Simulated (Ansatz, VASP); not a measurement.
## In4SbAs3 in VASP and in Ansatz

Contents of INCAR:

```
  PREC = Accurate
  ENCUT = 520
  EDIFF = 1E-6
  ISMEAR = 0
  SIGMA = 0.2
  LREAL = F
  LASPH = T
  NELM = 60
  ALGO = Normal
  ISIF = 2
  LWAVE = F
  LCHARG = F
  GGA = PE
  NBANDS = 46
```

Contents of KPOINTS:

```
regular mesh
0
Gamma
  4 4 4
```

Contents of POSCAR:

```
In4SbAs3
1.0
    6.3012204000      0.0000000000      0.0000000000
    0.0000000000      6.3012204000      0.0000000000
   -3.1506102000     -3.1506102000      6.2909363000
In Sb As
4 1 3
Direct
    0.3898540000      0.8682050000      0.2580590000
    0.8682050000      0.3898540000      0.2580590000
    0.1317950000      0.1317950000      0.7419410000
    0.6101460000      0.6101460000      0.7419410000
    0.0000000000      0.0000000000      0.0000000000
    0.2500000000      0.7500000000      0.5000000000
    0.7500000000      0.2500000000      0.5000000000
    0.5000000000      0.5000000000      0.0000000000
```

Input for Ansatz:

```yaml
crystal:
  lattice:
    - [6.3012204, 0.0, 0.0]
    - [0.0, 6.3012204, 0.0]
    - [-3.1506102, -3.1506102, 6.2909363]
  atoms:
    - { symbol: In, position: [0.389854, 0.868205, 0.258059] }
    - { symbol: In, position: [0.868205, 0.389854, 0.258059] }
    - { symbol: In, position: [0.131795, 0.131795, 0.741941] }
    - { symbol: In, position: [0.610146, 0.610146, 0.741941] }
    - { symbol: Sb, position: [0.0, 0.0, 0.0] }
    - { symbol: As, position: [0.25, 0.75, 0.5] }
    - { symbol: As, position: [0.75, 0.25, 0.5] }
    - { symbol: As, position: [0.5, 0.5, 0.0] }
basis:
  ecutwfc: 420
kpoints:
  mp_grid: { grid: [4, 4, 4] }
hamiltonian:
  xc: pbe
scf:
  occupations: { method: gaussian, width: 0.2 }
  lower_state_search: "off"
output:
  forces: true
  stress: true
  eigenvalues: true
```

Alike in both runs: task single point; functional PBE; k mesh 4 × 4 × 4; occupations gaussian, width 0.2 eV; no spin polarisation.

|  | VASP | Ansatz |
| --- | --- | --- |
| version | VASP 6.6.1 | Ansatz 0.2.0 |
| potentials or method | VASP PAW PBE potentials, release 64 (In_d, Sb, As), cutoff 520 eV | scalar-relativistic, plane waves, PAW |
| valence electrons in the cell | 72 | 112 |

|  | VASP | Ansatz | Ansatz less VASP |
| --- | --- | --- | --- |
| gap on the k mesh at the Fermi level (eV) | none | none | - |
| pressure (GPa) | 0.1 | 0.0 | -0.03 |

A gap of «none» marks a metal or a gap that the smearing closes. VASP's potentials hold 72 valence electrons a cell and Ansatz's 112, so a difference there can come from the potentials and not from the codes.

Spin-orbit coupling is off throughout.
